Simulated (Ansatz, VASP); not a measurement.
Two plane-wave programs on C

File INCAR:

```
SYSTEM = C
PREC = Accurate
ENCUT = 520
EDIFF = 1E-6
ISMEAR = 0
SIGMA = 0.15
LREAL = .FALSE.
LASPH = .TRUE.
NELM = 60
ALGO = Normal
ISIF = 2
LWAVE = .FALSE.
LCHARG = .FALSE.
GGA = PS
IVDW = 12
NBANDS = 11
```

File KPOINTS:

```
regular mesh
0
G
  21 21 12
  0 0 0
```

Contents of POSCAR:

```
C
1.0
    2.4576582469      0.0000000000      0.0000000000
   -1.2288291235      2.1283944757      0.0000000000
    0.0000000000      0.0000000000      3.5294822413
C
2
Direct
    0.3170576774      0.6666666667      0.0000000000
    0.6829423226      0.3333333333      0.0000000000
```

Input for Ansatz:

```yaml
crystal:
  lattice:
    - [2.4576582469, 0.0, 0.0]
    - [-1.2288291235, 2.1283944757, 0.0]
    - [0.0, 0.0, 3.5294822413]
  atoms:
    - { symbol: C, position: [0.3170576774, 0.6666666667, 0.0] }
    - { symbol: C, position: [0.6829423226, 0.3333333333, 0.0] }
basis:
  ecutwfc: 520.0
kpoints:
  mp_grid: { grid: [21, 21, 12] }
hamiltonian:
  xc: pbesol
  pseudopotentials: { kind: paw, azcp: { folder: soft_1 } }
  dispersion: d3bj
scf:
  occupations: { method: gaussian, width: 0.15 }
output:
  forces: true
  stress: true
  eigenvalues: true
```

Change from the starting cell: mode 4 frozen in at +0.000 Å and mode 5 at -0.040 Å (largest displacements).

Alike in both runs: task single point; functional PBEsol; dispersion D3(BJ); k mesh 21 × 21 × 12; occupations gaussian, width 0.15 eV; no spin polarisation.

```csv
,VASP,Ansatz
version,VASP 6.6.1,Ansatz 0.2.0
potentials or method,"VASP PAW PBE potentials, release 64 (C), cutoff 520 eV","scalar-relativistic, plane waves, PAW"
valence electrons in the cell,8,8
```

Ansatz gave:

```
gap on the k mesh at the Fermi level (eV)                     : none
pressure (GPa)                                                : 2.8
traceless stress, the component that is largest in VASP (GPa) : 8.89
rms of the force components (eV/Å)                            : 2.550
```

Estimate VASP's values.

gap on the k mesh at the Fermi level (eV): none; pressure (GPa): 3.5; traceless stress, the component that is largest in VASP (GPa): 9.08; rms of the force components (eV/Å): 2.557.

VASP's potentials were made for PBE, not for PBEsol, and Ansatz warns of the same on its side. Atom by atom the forces differ by 0.007 eV/Å (rms over components). A gap of «none» marks a metal or a gap that the smearing closes.
